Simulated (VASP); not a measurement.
Input of a VASP 6.6.1 run:

INCAR

```
SYSTEM = AgPdS2
ALGO = Normal ; EDIFF = 1E-6
ENCUT = 520 ; GGA = PS
ISIF = 2 ; ISMEAR = 0
LASPH = .TRUE. ; LCHARG = .FALSE.
LREAL = .FALSE. ; LWAVE = .FALSE.
NBANDS = 24 ; NELM = 60
PREC = Accurate ; SIGMA = 0.1
```

KPOINTS

```
k-points
0
G
  12 12 8
  0 0 0
```

File POSCAR:

```
AgPdS2
1.0
    3.2785747339      0.0000000000      0.0000000000
    0.0000000000      3.6545407888      0.0000000000
    0.0000000000      0.0000000000      5.7385198357
Ag Pd S
1 1 2
Direct
    0.5000000000      0.5000000000      0.5000000000
    0.0000000000      0.0000000000      0.0000000000
    0.5000000000      0.0000000000      0.2721199212
    0.5000000000      0.0000000000      0.7278800788
```

Potentials or basis: VASP PAW PBE potentials, release 64 (Ag, Pd, S).

Run with:

```console
$ cat potpaw_PBE.64/Ag/POTCAR potpaw_PBE.64/Pd/POTCAR potpaw_PBE.64/S/POTCAR > POTCAR
$ mpirun -np 1 vasp_std > vasp.out
```

Q: Estimate the band gap on the k mesh.

A: Zero (an odd number of electrons rules out a gap without spin polarisation).

Q: Predict the largest force.

A: 2.712 eV/Å.

Q: What does it give for the pressure?

A: 23.6 GPa.

Forces in eV/Å, atoms in the order of the input:
```
Ag   0.000  0.000  0.000
Pd   0.000  0.000  0.000
S    0.000  0.000 -2.712
S    0.000  0.000  2.712
```

Caveat: the cell differs from its parent crystal (O replaced by S, lengths x 1.112, strained); the cell stands under pressure; the PAW data sets were made with another functional, which shifts forces and pressure a little.
